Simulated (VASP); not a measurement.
# Ni (Fm-3m) in VASP: further runs

Ni is run at these levels: LDA; tasks: single point, relaxation of cell and atoms.

Everything below comes from runs of VASP 6.6.1. Logs are shortened: lines on timing, memory, paths and dates and some standing lists are left out, and cuts for length are marked.

## 1. The cell of the first run

It takes space group Fm-3m (No. 225, cubic). Conventional cell: a = 3.426 Å, b = 3.426 Å, c = 3.426 Å, α = 90.00°, β = 90.00°, γ = 90.00°. Ni (site symmetry m-3m) has 12 Ni at 2.42 Å within 3.2 Å.

## 2. Single point, LDA, collinear spin, ferromagnetic start

The input, INCAR:

```
  ALGO = Normal
  EDIFF = 1E-7
  ENCUT = 520
  GGA = CA
  ISIF = 2
  ISMEAR = 0
  ISPIN = 2
  LASPH = True
  LCHARG = False
  LMAXMIX = 4
  LORBIT = 11
  LREAL = False
  LWAVE = False
  MAGMOM = 1.5
  NBANDS = 15
  NELM = 150
  PREC = Accurate
  SIGMA = 0.05
```

The input, KPOINTS:

```
k-points
0
Gamma
  8 8 8
```

The input, POSCAR:

```
Ni
1.0
    0.0000000000      1.7128450719      1.7128450719
    1.7128450719      0.0000000000      1.7128450719
    1.7128450719      1.7128450719      0.0000000000
Ni
1
Direct
    0.0000000000      0.0000000000      0.0000000000
```

Potentials or basis: VASP PAW LDA potentials, release 64 (Ni).

On the command line:

```console
$ cat potpaw_LDA.64/Ni/POTCAR > POTCAR
$ mpirun -np 1 vasp_std > vasp.out
```

OUTCAR:

```text
EDIFF = 1E-7
   ENCUT = 520
   GGA = CA
   ISIF = 2
   ISMEAR = 0
   ISPIN = 2
   LASPH = True
   LORBIT = 11
   LREAL = False
   NELM = 150
   PREC = Accurate

 ion  position               nearest neighbor table
   1  0.000  0.000  0.000-

  LATTYP: Found a face centered cubic cell.
 ALAT       =     3.4256901438

  Lattice vectors:

 A1 = (   0.0000000000,   1.7128450719,   1.7128450719)
 A2 = (   1.7128450719,   0.0000000000,   1.7128450719)
 A3 = (   1.7128450719,   1.7128450719,   0.0000000000)

Analysis of symmetry for initial positions (statically):
=====================================================================
 Subroutine PRICEL returns:
 Original cell was already a primitive cell.

 Routine SETGRP: Setting up the symmetry group for a
 face centered cubic supercell.

 Subroutine GETGRP returns: Found 48 space group operations
 (whereof 48 operations were pure point group operations)
 out of a pool of 48 trial point group operations.

The static configuration has the point symmetry O_h .

Analysis of symmetry for dynamics (positions and initial velocities):
=====================================================================
 Subroutine PRICEL returns:
 Original cell was already a primitive cell.

 Routine SETGRP: Setting up the symmetry group for a
 face centered cubic supercell.

 Subroutine GETGRP returns: Found 48 space group operations
 (whereof 48 operations were pure point group operations)
 out of a pool of 48 trial point group operations.

The dynamic configuration has the point symmetry O_h .

Analysis of structural, dynamic, and magnetic symmetry:
=====================================================================
 Subroutine PRICEL returns:
 Original cell was already a primitive cell.

 Routine SETGRP: Setting up the symmetry group for a
 face centered cubic supercell.

 Subroutine GETGRP returns: Found 48 space group operations
 (whereof 48 operations were pure point group operations)
 out of a pool of 48 trial point group operations.

The overall configuration has the point symmetry O_h .

 Subroutine INISYM returns: Found 48 space group operations
 (whereof 48 operations are pure point group operations),
 and found     1 'primitive' translations

----------------------------------------------------------------------------------------

                                     Primitive cell

  volume of cell :      10.0504

  direct lattice vectors                    reciprocal lattice vectors
     0.000000000  1.712845072  1.712845072    -0.291911982  0.291911982  0.291911982
     1.712845072  0.000000000  1.712845072     0.291911982 -0.291911982  0.291911982
     1.712845072  1.712845072  0.000000000     0.291911982  0.291911982 -0.291911982

  length of vectors
     2.422328731  2.422328731  2.422328731     0.505606384  0.505606384  0.505606384

  position of ions in fractional coordinates (direct lattice)
     0.000000000  0.000000000  0.000000000

  ion indices of the primitive-cell ions
   primitive index   ion index
                 1           1

----------------------------------------------------------------------------------------

 KPOINTS: k-points

Automatic generation of k-mesh.
 Grid dimensions read from file:
 generate k-points for:    8    8    8

 Generating k-lattice:

  Cartesian coordinates                     Fractional coordinates (reciprocal lattice)
    -0.036488998  0.036488998  0.036488998     0.125000000  0.000000000  0.000000000
     0.036488998 -0.036488998  0.036488998     0.000000000  0.125000000  0.000000000
     0.036488998  0.036488998 -0.036488998     0.000000000  0.000000000  0.125000000

  Length of vectors
     0.063200798  0.063200798  0.063200798

  Shift w.r.t. Gamma in fractional coordinates (k-lattice)
     0.000000000  0.000000000  0.000000000

 Subroutine IBZKPT returns following result:
 ===========================================

 Found     29 irreducible k-points:

 Following reciprocal coordinates:
            Coordinates               Weight
  0.000000  0.000000  0.000000      1.000000
  0.125000  0.000000  0.000000      8.000000
  0.250000  0.000000  0.000000      8.000000
  0.375000  0.000000  0.000000      8.000000
  0.500000  0.000000  0.000000      4.000000
  0.125000  0.125000  0.000000      6.000000
[... 16 lines left out ...]
  0.500000  0.250000  0.125000     48.000000
 -0.375000  0.250000  0.125000     24.000000
 [... further k-points ...]
   k-points           NKPTS =     29   k-points in BZ     NKDIM =     29   number of bands    NBANDS=     15
   number of dos      NEDOS =    301   number of ions     NIONS =      1
   total plane-waves  NPLWV =   5832
   dimension x,y,z NGX =    18 NGY =   18 NGZ =   18
   dimension x,y,z NGXF=    36 NGYF=   36 NGZF=   36
   ions per type =               1
   NGX,Y,Z   is equivalent  to a cutoff of  12.35, 12.35, 12.35 a.u.
   NGXF,Y,Z  is equivalent  to a cutoff of  24.71, 24.71, 24.71 a.u.
 SYSTEM =  unknown system
   PREC   = accura    normal or accurate (medium, high low for compatibility)
   ISTART =      0    job   : 0-new  1-cont  2-samecut
   ICHARG =      2    charge: 1-file 2-atom 10-const
   ISPIN  =      2    spin polarized calculation?
   LNONCOLLINEAR =      F non collinear calculations
   LSORBIT =      F    spin-orbit coupling
   LASPH  =      T    aspherical Exc in radial PAW
   ENCUT  =  520.0 eV  38.22 Ry    6.18 a.u.   4.50  4.50  4.50*2*pi/ulx,y,z
   NELM   =    150;   NELMIN=  2; NELMDL= -5     # of ELM steps
   EDIFF  = 0.1E-06   stopping-criterion for ELM
   LREAL  =      F    real-space projection
   EDIFFG = 0.1E-05   stopping-criterion for IOM
   NSW    =      0    number of steps for IOM
   IBRION =     -1    ionic relax: 0-MD 1-quasi-New 2-CG
   NFREE  =      0    steps in history (QN), initial steepest desc. (CG)
   ISIF   =      2    stress and relaxation
   ISYM   =      2    0-nonsym 1-usesym 2-fastsym
   POTIM  = 0.5000    time-step for ionic-motion
   TEBEG  =    0.0;   TEEND  =   0.0 temperature during run
   PSTRESS=    0.0 pullay stress
   NELECT =      10.0000    total number of electrons
   NUPDOWN=      -1.0000    fix difference up-down
   EMIN   =  10.00;   EMAX   =-10.00  energy-range for DOS
   EFERMI =   0.00;   METHOD = LEGACY
   ISMEAR =     0;   SIGMA  =   0.05  broadening in eV -4-tet -1-fermi 0-gaus
   EFERMI_NEDOS =   21; number of points for ismear=-14 and -15
   IALGO  =     38    algorithm
   IMIX   =      4    mixing-type and parameters
     AMIX     =   0.40;   BMIX     =  1.00
     AMIX_MAG =   1.60;   BMIX_MAG =  1.00
  volume/ion in A,a.u.               =      10.05        67.82
  Fermi-wavevector in a.u.,A,eV,Ry     =   1.634356  3.088486 36.342802  2.671121
  Thomas-Fermi vector in A             =   2.726009
   LORBIT       =     11    0 simple, 1 ext, 2 COOP (PROOUT), +10 PAW based schemes
   GGA     = CA    functional components
   LHFCALC =     F    Hartree Fock is set to
   AEXX    =    0.0000 exact exchange contribution
   IVDW    =     0    specifies the selected vdW correction
   LEPSILON=     F    determine dielectric tensor
   LRPA    =     F    only Hartree local field effects (RPA)
 spin polarized calculation
 Gauss-broadening in eV      SIGMA  =   0.05
  energy-cutoff  :      520.00
  volume of cell :       10.05
 maximum number of plane-waves:       290
 NGX is ok and might be reduce to    18
   NGX =  9   NGY =  9   NGZ =  9

 number of electron      10.0000000 magnetization       1.5000000

 number of electron       9.9999990 magnetization       0.6992259

 Free energy of the ion-electron system (eV)
  ---------------------------------------------------
  ext. energy  EPLUGINS =         0.00000000
  ---------------------------------------------------
  free energy    TOTEN  =        -6.57457149 eV

  energy without entropy =       -6.57245333  energy(sigma->0) =       -6.57351241

 E-fermi :  10.1831     XC(G=0): -14.0914

 val. band max:       10.1646478124   @ k =  -0.2500   0.3750   0.1250
 cond. band min:      10.1933062288   @ k =   0.3750   0.3750   0.0000
 fundamental gap:      0.0286584164
 Fermi energy:        10.1831381235

 spin component 1

 k-point     1 :       0.0000    0.0000    0.0000
  band No.  band energies     occupation
      1       0.6417      1.00000
      2       7.5838      1.00000
      3       7.5838      1.00000
      4       7.5838      1.00000
      5       8.8572      1.00000
      6       8.8572      1.00000
      7      34.6375      0.00000
      8      39.0197      0.00000
      9      39.0197      0.00000
     10      39.0197      0.00000
     11      42.2694      0.00000
     12      42.2694      0.00000
     13      42.2694      0.00000
     14      45.2571      0.00000
     15      52.1647      0.00000
[... 397 lines left out ...]
 k-point    24 :      -0.3750    0.2500    0.1250
  band No.  band energies     occupation
      1       5.8680      1.00000
      2       6.7555      1.00000
      3       7.4777      1.00000
      4       8.2649      1.00000
      5       9.5508      1.00000
      6      13.7911      0.00000
      7      16.8496      0.00000
      8      26.9946      0.00000
      9      28.0803      0.00000
     10      37.0798      0.00000
     11      41.5226      0.00000
     12      49.0272      0.00000
     13      51.8701      0.00000
     14      52.4521      0.00000
     15      53.6069      0.00000

 [... further k-points ...]

 spin component 2

 k-point     1 :       0.0000    0.0000    0.0000
  band No.  band energies     occupation
      1       0.7211      1.00000
      2       8.2728      1.00000
      3       8.2728      1.00000
      4       8.2728      1.00000
      5       9.5219      1.00000
      6       9.5219      1.00000
      7      34.6557      0.00000
      8      39.1032      0.00000
      9      39.1032      0.00000
     10      39.1032      0.00000
     11      42.4849      0.00000
     12      42.4849      0.00000
     13      42.4849      0.00000
     14      45.2611      0.00000
     15      52.3990      0.00000
[... 397 lines left out ...]
 k-point    24 :      -0.3750    0.2500    0.1250
  band No.  band energies     occupation
      1       6.3596      1.00000
      2       7.2390      1.00000
      3       8.0425      1.00000
      4       8.9125      1.00000
      5      10.3003      0.00046
      6      14.1382      0.00000
      7      17.2312      0.00000
      8      27.1857      0.00000
      9      28.2692      0.00000
     10      37.1844      0.00000
     11      41.6838      0.00000
     12      49.1200      0.00000
     13      52.0200      0.00000
     14      52.7964      0.00000
     15      54.1404      0.00000

 [... further k-points ...]
[... 5 lines left out ...]
  --------------------------------------------------------------------------------------
  -------------------------------------------------------------------------------------
  Total       -0.0028854     -0.0028854     -0.0028854      0.0000000      0.0000000     -0.0000000
  in kB       -0.4599772     -0.4599772     -0.4599772      0.0000000      0.0000000     -0.0000000
  external PRESSURE =      -0.4599772 kB  Pullay stress =       0.0000000 kB

 VOLUME and BASIS-vectors are now :
 -----------------------------------------------------------------------------
  energy-cutoff  :      520.00
  volume of cell :       10.05
      direct lattice vectors                 reciprocal lattice vectors
     0.000000000  1.712845072  1.712845072    -0.291911982  0.291911982  0.291911982
     1.712845072  0.000000000  1.712845072     0.291911982 -0.291911982  0.291911982
     1.712845072  1.712845072  0.000000000     0.291911982  0.291911982 -0.291911982

 POSITION                                       TOTAL-FORCE (eV/Angst)
 -----------------------------------------------------------------------------------
      0.00000      0.00000      0.00000        -0.000000     -0.000000     -0.000000
 -----------------------------------------------------------------------------------
    total drift:                                0.000000     -0.000000      0.000000

  FREE ENERGIE OF THE ION-ELECTRON SYSTEM (eV)
  ---------------------------------------------------
  free  energy   TOTEN  =        -6.5745714879 eV

  energy  without entropy=       -6.5724533274  energy(sigma->0) =       -6.57351241

 total charge

# of ion       s       p       d       tot
------------------------------------------
    1        0.536   0.576   8.358   9.470

 magnetization (x)

# of ion       s       p       d       tot
------------------------------------------
    1        0.000  -0.011   0.707   0.696
```

Wall time 6.3 s (1 thread of AMD EPYC 9R45 (Zen 5), shared host); peak memory 0.09 GiB.

What came out:

```yaml
Free_energy: -6.5746 eV
Pressure: 0.0 GPa
Net_moment: 0.70 μB per cell
Site_moments: Ni +0.70 μB
Valence_electrons_inside_the_program's_atomic_spheres: Ni 9.47
```

Levels at points of the mesh, in eV from the Fermi level:
Spin up:
| k point | band 2 | band 3 | band 4 | band 5 | band 6 | band 7 | band 8 | band 9 |
| --- | --- | --- | --- | --- | --- | --- | --- | --- |
| (0.00, 0.00, 0.00) | -2.60 | -2.60 | -2.60 | -1.33 | -1.33 | 24.45 | 28.84 | 28.84 |
| (0.50, 0.00, 0.00) | -2.62 | -2.62 | -0.54 | -0.54 | -0.40 | 6.29 | 22.94 | 25.97 |
| (0.50, 0.50, 0.00) | -4.60 | -0.52 | -0.36 | -0.36 | 2.51 | 9.99 | 15.53 | 15.53 |
Spin down:
```csv
k point,band 3,band 4,band 5,band 6,band 7,band 8
"(0.00, 0.00, 0.00)",-1.91,-1.91,-0.66,-0.66,24.47,28.92
"(0.50, 0.00, 0.00)",-1.98,-0.33,0.21,0.21,6.73,22.94
"(0.50, 0.50, 0.00)",0.17,0.43,0.43,2.60,10.34,15.64
```

Caveat: the k points lie up to 0.40 Å⁻¹ apart.

## 3. Relaxation of cell and atoms, LDA, collinear spin, ferromagnetic start

This run uses another cell than the first one, of 10.94 Å³/atom, 1.088 times its volume.

The input, INCAR:

```
ALGO = Normal ; EDIFF = 1E-7
EDIFFG = -0.01 ; ENCUT = 600
GGA = CA ; IBRION = 2
ISIF = 3 ; ISMEAR = 0
ISPIN = 2 ; LASPH = T
LCHARG = F ; LMAXMIX = 4
LORBIT = 11 ; LREAL = F
LWAVE = F ; MAGMOM = 1.5
NELM = 150 ; NSW = 80
PREC = Accurate ; SIGMA = 0.05
```

KPOINTS is that of step 2.

The input, POSCAR:

```
Ni
1.0
    0.0000000000      1.7619350000      1.7619350000
    1.7619350000      0.0000000000      1.7619350000
    1.7619350000      1.7619350000      0.0000000000
Ni
1
Direct
    0.0000000000      0.0000000000      0.0000000000
```

Potentials or basis: VASP PAW LDA potentials, release 64 (Ni).

On the command line:

```console
$ cat potpaw_LDA.64/Ni/POTCAR > POTCAR
$ mpirun -np 1 vasp_std > vasp.out
```

It took 15 s on 1 thread of AMD EPYC 9R45 (Zen 5), shared host; peak memory 0.1 GiB.

It converged, with:

| Property | Result |
| --- | --- |
| Free energy | -6.5750 eV |
| Relaxed volume | 10.04 Å³/atom |
| Relaxed cell | a = 2.422 Å, b = 2.422 Å, c = 2.422 Å, α = 60.00°, β = 60.00°, γ = 60.00° |
| Space group after relaxing (to 0.05 Å) | Fm-3m (No. 225) |
| Energy gained by relaxing | 53.4 meV/atom |
| Ionic steps | 4 |
| Pressure after relaxing | 0.1 GPa |
| Net moment | 0.70 μB per cell |
| Site moments | Ni +0.70 μB |
| Valence electrons inside the program's atomic spheres | Ni 9.47 |

The path:
```tsv
step	energy change (eV)	largest force (eV/Å)	pressure (GPa)	volume (Å³)
1	0.0000	0.0000	-17.55	10.94
2	0.0224	0.0000	29.78	9.15
3	-0.0533	0.0000	-0.35	10.06
4	-0.0534	0.0000	0.06	10.04
```

Final structure:
```
CELL_PARAMETERS angstrom
0.00000 1.71243 1.71243
1.71243 0.00000 1.71243
1.71243 1.71243 0.00000
ATOMIC_POSITIONS crystal
Ni 0.00000 0.00000 0.00000
```

Levels at points of the mesh, in eV from the Fermi level:
Spin up:
| k point | band 2 | band 3 | band 4 | band 5 | band 6 | band 7 | band 8 | band 9 |
| --- | --- | --- | --- | --- | --- | --- | --- | --- |
| (0.00, 0.00, 0.00) | -2.60 | -2.60 | -2.60 | -1.33 | -1.33 | 24.46 | 28.85 | 28.85 |
| (0.50, 0.00, 0.00) | -2.62 | -2.62 | -0.54 | -0.54 | -0.40 | 6.29 | 22.95 | 25.98 |
| (0.50, 0.50, 0.00) | -4.60 | -0.52 | -0.36 | -0.36 | 2.51 | 10.00 | 15.53 | 15.53 |
Spin down:
```tsv
k point	band 2	band 3	band 4	band 5	band 6	band 7	band 8	band 9
(0.00, 0.00, 0.00)	-1.91	-1.91	-1.91	-0.66	-0.66	24.48	28.93	28.93
(0.50, 0.00, 0.00)	-1.98	-1.98	-0.33	0.21	0.21	6.74	22.95	26.14
(0.50, 0.50, 0.00)	-4.03	0.17	0.43	0.43	2.60	10.34	15.65	15.65
```

Caveat: the k points lie up to 0.40 Å⁻¹ apart in the final cell.
